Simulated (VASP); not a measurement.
# Li (P6_3/mmc) in VASP: a series of runs

Li is run at these levels: PBE; tasks: single point.

Program: VASP 6.6.1. These are calculated values, not measurements. Logs are shortened: lines on timing, memory, paths and dates and some standing lists are left out, and cuts for length are marked.

### 1 The cell of the first run

The structure is hexagonal, space group P6_3/mmc (No. 194). Conventional cell: a = 3.111 Å, b = 3.111 Å, c = 4.991 Å, α = 90.00°, β = 90.00°, γ = 120.00°. Li (site symmetry -6m2) has 12 Li at 3.07 to 3.11 Å within 4.0 Å.

This isn't the form of Li at room conditions, which is bcc.

### 2 Single point, PBE (zz strain of -2 %)

INCAR

```
SYSTEM = Li
PREC     = Accurate       ! precision mode
ENCUT    = 520            ! plane-wave cutoff, eV
EDIFF    = 1E-7           ! SCF threshold, eV
ISMEAR   = -1             ! smearing method
SIGMA    = 0.08           ! smearing width, eV
LREAL    = .False.        ! projectors in reciprocal space
LASPH    = .True.         ! aspherical terms in the spheres
NELM     = 80             ! most SCF steps
ALGO     = Normal         ! electronic algorithm
ISIF     = 2              ! what is computed and relaxed
LWAVE    = .False.        ! write WAVECAR
LCHARG   = .False.        ! write CHGCAR
GGA      = PE             ! functional
NBANDS   = 10             ! bands
```

KPOINTS

```
regular mesh
0
Gamma
  15 15 8
  0 0 0
```

POSCAR

```
Li
1.0
    3.1110021516      0.0000000000      0.0000000000
   -1.5555010758      2.6942068945      0.0000000000
    0.0000000000      0.0000000000      4.9911400000
Li
2
Direct
    0.3333333333      0.6666666667      0.2500000000
    0.6666666667      0.3333333333      0.7500000000
```

Potentials or basis: VASP PAW PBE potentials, release 64 (Li_sv).

Run with:

```console
> cat potpaw_PBE.64/Li_sv/POTCAR > POTCAR
> mpirun -np 1 vasp_std > vasp.out
```

OUTCAR:

```text
SYSTEM = Li
   PREC = Accurate
   ENCUT = 520
   EDIFF = 1E-7
   ISMEAR = -1
   LREAL = .False.
   LASPH = .True.
   NELM = 80
   ISIF = 2
   GGA = PE

 ion  position               nearest neighbor table
   1  0.333  0.667  0.250-
   2  0.667  0.333  0.750-

  LATTYP: Found a hexagonal cell.
 ALAT       =     3.1110021516
 C/A-ratio  =     1.6043511887

  Lattice vectors:

 A1 = (   3.1110021516,   0.0000000000,   0.0000000000)
 A2 = (  -1.5555010758,   2.6942068945,   0.0000000000)
 A3 = (   0.0000000000,   0.0000000000,   4.9911400000)

Analysis of symmetry for initial positions (statically):
=====================================================================
 Subroutine PRICEL returns:
 Original cell was already a primitive cell.

 Routine SETGRP: Setting up the symmetry group for a
 hexagonal supercell.

 Subroutine GETGRP returns: Found 24 space group operations
 (whereof 12 operations were pure point group operations)
 out of a pool of 24 trial point group operations.

The static configuration has the point symmetry D_3d.
 The point group associated with its full space group is D_6h.

Analysis of symmetry for dynamics (positions and initial velocities):
=====================================================================
 Subroutine PRICEL returns:
 Original cell was already a primitive cell.

 Routine SETGRP: Setting up the symmetry group for a
 hexagonal supercell.

 Subroutine GETGRP returns: Found 24 space group operations
 (whereof 12 operations were pure point group operations)
 out of a pool of 24 trial point group operations.

The dynamic configuration has the point symmetry D_3d.
 The point group associated with its full space group is D_6h.

 Subroutine INISYM returns: Found 24 space group operations
 (whereof 12 operations are pure point group operations),
 and found     1 'primitive' translations

----------------------------------------------------------------------------------------

                                     Primitive cell

  volume of cell :      41.8342

  direct lattice vectors                    reciprocal lattice vectors
     3.111002152  0.000000000  0.000000000     0.321439829  0.185583372  0.000000000
    -1.555501076  2.694206895  0.000000000     0.000000000  0.371166744  0.000000000
     0.000000000  0.000000000  4.991140000     0.000000000  0.000000000  0.200355029

  length of vectors
     3.111002152  3.111002152  4.991140000     0.371166744  0.371166744  0.200355029
[... 87 lines left out ...]
   ISIF   =      2    stress and relaxation
   ISYM   =      2    0-nonsym 1-usesym 2-fastsym
   POTIM  = 0.5000    time-step for ionic-motion
   TEBEG  =    0.0;   TEEND  =   0.0 temperature during run
   PSTRESS=    0.0 pullay stress
   NELECT =       6.0000    total number of electrons
   NUPDOWN=      -1.0000    fix difference up-down
   EMIN   =  10.00;   EMAX   =-10.00  energy-range for DOS
   EFERMI =   0.00;   METHOD = LEGACY
   ISMEAR =    -1;   SIGMA  =   0.08  broadening in eV -4-tet -1-fermi 0-gaus
   EFERMI_NEDOS =   21; number of points for ismear=-14 and -15
   IALGO  =     38    algorithm
   IMIX   =      4    mixing-type and parameters
     AMIX     =   0.40;   BMIX     =  1.00
     AMIX_MAG =   1.60;   BMIX_MAG =  1.00
  volume/ion in A,a.u.               =      20.92       141.16
  Fermi-wavevector in a.u.,A,eV,Ry     =   0.856936  1.619374  9.991286  0.734339
  Thomas-Fermi vector in A             =   1.973913
   LORBIT       =      0    0 simple, 1 ext, 2 COOP (PROOUT), +10 PAW based schemes
   GGA     = PE    functional components
   LHFCALC =     F    Hartree Fock is set to
   AEXX    =    0.0000 exact exchange contribution
   IVDW    =     0    specifies the selected vdW correction
   LEPSILON=     F    determine dielectric tensor
   LRPA    =     F    only Hartree local field effects (RPA)
 non-spin polarized calculation
  energy-cutoff  :      520.00
  volume of cell :       41.83
 maximum number of plane-waves:      1152
 NGX is ok and might be reduce to    24
   NGX = 11   NGY = 11   NGZ = 19

 number of electron       5.9999995 magnetization

 Free energy of the ion-electron system (eV)
  ---------------------------------------------------
  ext. energy  EPLUGINS =         0.00000000
  ---------------------------------------------------
  free energy    TOTEN  =        -3.81964396 eV

  energy without entropy =       -3.79831129  energy(sigma->0) =       -3.80897762

 E-fermi :   0.5341     XC(G=0):  -6.9681

 val. band max:        0.5036025178   @ k =   0.4000   0.0667   0.3750
 cond. band min:       0.5394274922   @ k =   0.4000   0.0000   0.5000
 fundamental gap:      0.0358249744
 Fermi energy:         0.5341165156

 k-point     1 :       0.0000    0.0000    0.0000
  band No.  band energies     occupation
      1     -46.0447      2.00000
      2     -46.0278      2.00000
      3      -2.9809      2.00000
      4       0.6307      0.46057
      5       3.5003      0.00000
      6      12.5152      0.00000
      7      12.5153      0.00000
      8      13.9237      0.00000
      9      13.9237      0.00000
     10      14.9712      0.00000
[... 287 lines left out ...]
 k-point    24 :       0.4000    0.2000    0.0000
  band No.  band energies     occupation
      1     -46.0275      2.00000
      2     -46.0242      2.00000
      3       0.9973      0.00610
      4       1.9484      0.00000
      5       4.6883      0.00000
      6       5.7555      0.00000
      7       6.7641      0.00000
      8       6.8132      0.00000
      9      10.3784      0.00000
     10      10.7421      0.00000

 [... further k-points ...]

------------------------ aborting loop because EDIFF is reached ----------------------------------------

  FORCE on cell =-STRESS in cart. coord.  units (eV):
  Direction    XX          YY          ZZ          XY          YZ          ZX
  --------------------------------------------------------------------------------------
  -------------------------------------------------------------------------------------
  Total       -0.1590413     -0.1590413     -0.0639017      0.0000000      0.0000000      0.0000000
  in kB       -6.0910128     -6.0910128     -2.4473277      0.0000000      0.0000000      0.0000000
  external PRESSURE =      -4.8764511 kB  Pullay stress =       0.0000000 kB

 VOLUME and BASIS-vectors are now :
 -----------------------------------------------------------------------------
  energy-cutoff  :      520.00
  volume of cell :       41.83
      direct lattice vectors                 reciprocal lattice vectors
     3.111002152  0.000000000  0.000000000     0.321439829  0.185583372  0.000000000
    -1.555501076  2.694206895  0.000000000     0.000000000  0.371166744  0.000000000
     0.000000000  0.000000000  4.991140000     0.000000000  0.000000000  0.200355029

 POSITION                                       TOTAL-FORCE (eV/Angst)
 -----------------------------------------------------------------------------------
     -0.00000      1.79614      1.24778         0.000000     -0.000000      0.000000
      1.55550      0.89807      3.74335        -0.000000      0.000000      0.000000
 -----------------------------------------------------------------------------------
    total drift:                               -0.000000      0.000000      0.000000

  FREE ENERGIE OF THE ION-ELECTRON SYSTEM (eV)
  ---------------------------------------------------
  free  energy   TOTEN  =        -3.8196439603 eV

  energy  without entropy=       -3.7983112869  energy(sigma->0) =       -3.80897762
```

stdout:

```text
POSCAR found type information on POSCAR Li
 POSCAR found :  1 types and       2 ions
 scaLAPACK will be used
 LDA part: xc-table for (Slater+PW92), standard interpolation
 POSCAR, INCAR and KPOINTS ok, starting setup
 FFT: planning ... GRIDC
 FFT: planning ... GRID_SOFT
 FFT: planning ... GRID
 WAVECAR not read
 entering main loop
```

Wall time 48 s (1 thread of Intel Xeon 8259CL, shared host); peak memory 0.18 GiB.

Results:

```
Free energy            : -3.8196 eV
Band gap on the k mesh : zero (bands 3 and 4 overlap by 4.47 eV)
```

Levels at points of the mesh, in eV from the Fermi level:
```
           k point  band 1  band 2  band 3  band 4  band 5  band 6
(0.00, 0.00, 0.00)  -46.58  -46.56   -3.52    0.10    2.97   11.98
(0.00, 0.00, 0.50)  -46.57  -46.57   -2.39   -2.39    8.08    8.08
```

Caveat: the cell differs from its parent crystal (zz strain of -2 %); the cutoff is under 1.25 times the usual one of these potentials, so pressure, stress and relaxed cells hold a basis-set (Pulay) error.

### 3 Single point, PBE (zz strain of -1 %)

INCAR

```
PREC     = Accurate       # precision mode
ENCUT    = 520            # plane-wave cutoff, eV
EDIFF    = 1E-6           # SCF threshold, eV
ISMEAR   = -1             # smearing method
SIGMA    = 0.08           # smearing width, eV
LREAL    = F              # projectors in reciprocal space
LASPH    = T              # aspherical terms in the spheres
NELM     = 60             # most SCF steps
ALGO     = Normal         # electronic algorithm
ISIF     = 2              # what is computed and relaxed
LWAVE    = F              # write WAVECAR
LCHARG   = F              # write CHGCAR
GGA      = PE             # functional
NBANDS   = 10             # bands
```

KPOINTS

```
regular mesh
0
Gamma
  15 15 8
```

Changes to POSCAR since step 2:

```diff
@@ -4,3 +4,3 @@
    -1.5555010758      2.6942068945      0.0000000000
-    0.0000000000      0.0000000000      4.9911400000
+    0.0000000000      0.0000000000      5.0420700000
 Li
```

Potentials or basis: VASP PAW PBE potentials, release 64 (Li_sv).

Run with:

```console
> cat potpaw_PBE.64/Li_sv/POTCAR > POTCAR
> mpirun -np 1 vasp_std > vasp.out
```

Wall time 49 s (1 thread of Intel Xeon 8259CL, shared host); peak memory 0.18 GiB.

Results (log left out):

- Free energy: -3.8189 eV
- Band gap on the k mesh: zero (bands 3 and 4 overlap by 4.49 eV)

Levels at points of the mesh, in eV from the Fermi level:
```tsv
k point	band 1	band 2	band 3	band 4	band 5	band 6
(0.00, 0.00, 0.00)	-46.60	-46.58	-3.50	0.04	2.85	12.01
(0.00, 0.00, 0.50)	-46.59	-46.59	-2.40	-2.40	7.86	7.86
```

Caveat: the cell differs from its parent crystal (zz strain of -1 %); the cutoff is under 1.25 times the usual one of these potentials, so pressure, stress and relaxed cells hold a basis-set (Pulay) error.

### 4 Single point, PBE (zz strain of +2 %)

INCAR

```
ALGO = Normal
EDIFF = 1E-6
ENCUT = 520
GGA = PE
ISIF = 2
ISMEAR = -1
LASPH = T
LCHARG = T
LELF = T
LREAL = F
LVHAR = T
LWAVE = F
NBANDS = 10
NELM = 80
PREC = Accurate
SIGMA = 0.08
```

KPOINTS

```
k-points
0
Gamma
  15 15 8
```

Changes to POSCAR since step 3:

```diff
@@ -4,3 +4,3 @@
    -1.5555010758      2.6942068945      0.0000000000
-    0.0000000000      0.0000000000      5.0420700000
+    0.0000000000      0.0000000000      5.1948600000
 Li
```

Potentials or basis: VASP PAW PBE potentials, release 64 (Li_sv).

Run with:

```console
> cat potpaw_PBE.64/Li_sv/POTCAR > POTCAR
> mpirun -np 1 vasp_std > vasp.out
```

OUTCAR:

```text
EDIFF = 1E-6
   ENCUT = 520
   GGA = PE
   ISIF = 2
   ISMEAR = -1
   LASPH = T
   LREAL = F
   NELM = 80
   PREC = Accurate

 ion  position               nearest neighbor table
   1  0.333  0.667  0.250-
   2  0.667  0.333  0.750-

  LATTYP: Found a hexagonal cell.
 ALAT       =     3.1110021516
 C/A-ratio  =     1.6698349107

  Lattice vectors:

 A1 = (   3.1110021516,   0.0000000000,   0.0000000000)
 A2 = (  -1.5555010758,   2.6942068945,   0.0000000000)
 A3 = (   0.0000000000,   0.0000000000,   5.1948600000)

Analysis of symmetry for initial positions (statically):
=====================================================================
 Subroutine PRICEL returns:
 Original cell was already a primitive cell.

 Routine SETGRP: Setting up the symmetry group for a
 hexagonal supercell.

 Subroutine GETGRP returns: Found 24 space group operations
 (whereof 12 operations were pure point group operations)
 out of a pool of 24 trial point group operations.

The static configuration has the point symmetry D_3d.
 The point group associated with its full space group is D_6h.

Analysis of symmetry for dynamics (positions and initial velocities):
=====================================================================
 Subroutine PRICEL returns:
 Original cell was already a primitive cell.

 Routine SETGRP: Setting up the symmetry group for a
 hexagonal supercell.

 Subroutine GETGRP returns: Found 24 space group operations
 (whereof 12 operations were pure point group operations)
 out of a pool of 24 trial point group operations.

The dynamic configuration has the point symmetry D_3d.
 The point group associated with its full space group is D_6h.

 Subroutine INISYM returns: Found 24 space group operations
 (whereof 12 operations are pure point group operations),
 and found     1 'primitive' translations
[... 117 lines left out ...]
  Fermi-wavevector in a.u.,A,eV,Ry     =   0.845584  1.597923  9.728338  0.715013
  Thomas-Fermi vector in A             =   1.960796
   LORBIT       =      0    0 simple, 1 ext, 2 COOP (PROOUT), +10 PAW based schemes
   GGA     = PE    functional components
   LHFCALC =     F    Hartree Fock is set to
   AEXX    =    0.0000 exact exchange contribution
   IVDW    =     0    specifies the selected vdW correction
   LEPSILON=     F    determine dielectric tensor
   LRPA    =     F    only Hartree local field effects (RPA)
 non-spin polarized calculation
  energy-cutoff  :      520.00
  volume of cell :       43.54
 maximum number of plane-waves:      1184
 NGX is ok and might be reduce to    24
   NGX = 11   NGY = 11   NGZ = 19

 number of electron       5.9999980 magnetization

 Free energy of the ion-electron system (eV)
  ---------------------------------------------------
  ext. energy  EPLUGINS =         0.00000000
  ---------------------------------------------------
  free energy    TOTEN  =        -3.81286101 eV

  energy without entropy =       -3.79123475  energy(sigma->0) =       -3.80204788

 E-fermi :   0.4365     XC(G=0):  -6.8727

 val. band max:        0.4255642167   @ k =   0.3333   0.2000   0.1250
 cond. band min:       0.4413539727   @ k =   0.4000   0.0667   0.3750
 fundamental gap:      0.0157897561
 Fermi energy:         0.4365392158

 k-point     1 :       0.0000    0.0000    0.0000
  band No.  band energies     occupation
      1     -46.2217      2.00000
      2     -46.2095      2.00000
      3      -3.0342      2.00000
      4       0.3332      1.56872
      5       2.9577      0.00000
      6      12.5280      0.00000
      7      12.5280      0.00000
      8      13.8103      0.00000
      9      13.8221      0.00000
     10      13.8221      0.00000
[... 287 lines left out ...]
 k-point    24 :       0.4000    0.2000    0.0000
  band No.  band energies     occupation
      1     -46.2064      2.00000
      2     -46.2040      2.00000
      3       0.9865      0.00207
      4       1.8935      0.00000
      5       4.6359      0.00000
      6       5.4909      0.00000
      7       6.2675      0.00000
      8       6.4960      0.00000
      9       9.8259      0.00000
     10      10.3952      0.00000

 [... further k-points ...]

------------------------ aborting loop because EDIFF is reached ----------------------------------------

  FORCE on cell =-STRESS in cart. coord.  units (eV):
  Direction    XX          YY          ZZ          XY          YZ          ZX
  --------------------------------------------------------------------------------------
  -------------------------------------------------------------------------------------
  Total       -0.2212239     -0.2212239     -0.3356802      0.0000000      0.0000000      0.0000000
  in kB       -8.1402460     -8.1402460    -12.3518283      0.0000000      0.0000000      0.0000000
  external PRESSURE =      -9.5441068 kB  Pullay stress =       0.0000000 kB

 VOLUME and BASIS-vectors are now :
 -----------------------------------------------------------------------------
  energy-cutoff  :      520.00
  volume of cell :       43.54
      direct lattice vectors                 reciprocal lattice vectors
     3.111002152  0.000000000  0.000000000     0.321439829  0.185583372  0.000000000
    -1.555501076  2.694206895  0.000000000     0.000000000  0.371166744  0.000000000
     0.000000000  0.000000000  5.194860000     0.000000000  0.000000000  0.192497969

 POSITION                                       TOTAL-FORCE (eV/Angst)
 -----------------------------------------------------------------------------------
     -0.00000      1.79614      1.29872        -0.000000      0.000000      0.000000
      1.55550      0.89807      3.89615         0.000000      0.000000     -0.000000
 -----------------------------------------------------------------------------------
    total drift:                               -0.000000      0.000000      0.000000

  FREE ENERGIE OF THE ION-ELECTRON SYSTEM (eV)
  ---------------------------------------------------
  free  energy   TOTEN  =        -3.8128610081 eV

  energy  without entropy=       -3.7912347507  energy(sigma->0) =       -3.80204788
```

stdout:

```text
POSCAR found type information on POSCAR Li
 POSCAR found :  1 types and       2 ions
 scaLAPACK will be used
 LDA part: xc-table for (Slater+PW92), standard interpolation
 POSCAR, INCAR and KPOINTS ok, starting setup
 FFT: planning ... GRIDC
 FFT: planning ... GRID_SOFT
 FFT: planning ... GRID
 WAVECAR not read
 entering main loop
```

It took 47 s on 1 thread of Intel Xeon 8259CL, shared host; peak memory 0.18 GiB.

Results:

```
Free energy            : -3.8129 eV
Band gap on the k mesh : zero (bands 3 and 4 overlap by 4.55 eV)
```

Levels at points of the mesh, in eV from the Fermi level:
```tsv
k point	band 1	band 2	band 3	band 4	band 5	band 6	band 7	band 8
(0.00, 0.00, 0.00)	-46.66	-46.65	-3.47	-0.10	2.52	12.09	12.09	13.37
(0.00, 0.00, 0.50)	-46.65	-46.65	-2.42	-2.42	7.25	7.25	12.91	12.91
```

Caveat: the cell differs from its parent crystal (zz strain of +2 %); the cutoff is under 1.25 times the usual one of these potentials, so pressure, stress and relaxed cells hold a basis-set (Pulay) error.

### 5 The runs side by side

| cell | gap on the mesh (eV) |
| --- | --- |
| a = 3.111, b = 3.111, c = 4.991 Å, angles 90.0, 90.0, 120.0°, 2 atoms | none |
| a = 3.111, b = 3.111, c = 5.042 Å, angles 90.0, 90.0, 120.0°, 2 atoms | none |
| a = 3.111, b = 3.111, c = 5.195 Å, angles 90.0, 90.0, 120.0°, 2 atoms | none |

Alike in all rows: task single point; level PBE; potentials or basis VASP PAW PBE potentials, release 64 (Li_sv); no spin polarisation; k mesh 15 × 15 × 8; cutoff (eV) 520; smearing fermi-dirac 0.08 eV.

Caveats: the cutoff is under 1.25 times the usual one of these potentials, so pressure, stress and relaxed cells hold a basis-set (Pulay) error.

Total energies depend on the potentials used, so only differences within one code and one set of settings carry meaning.
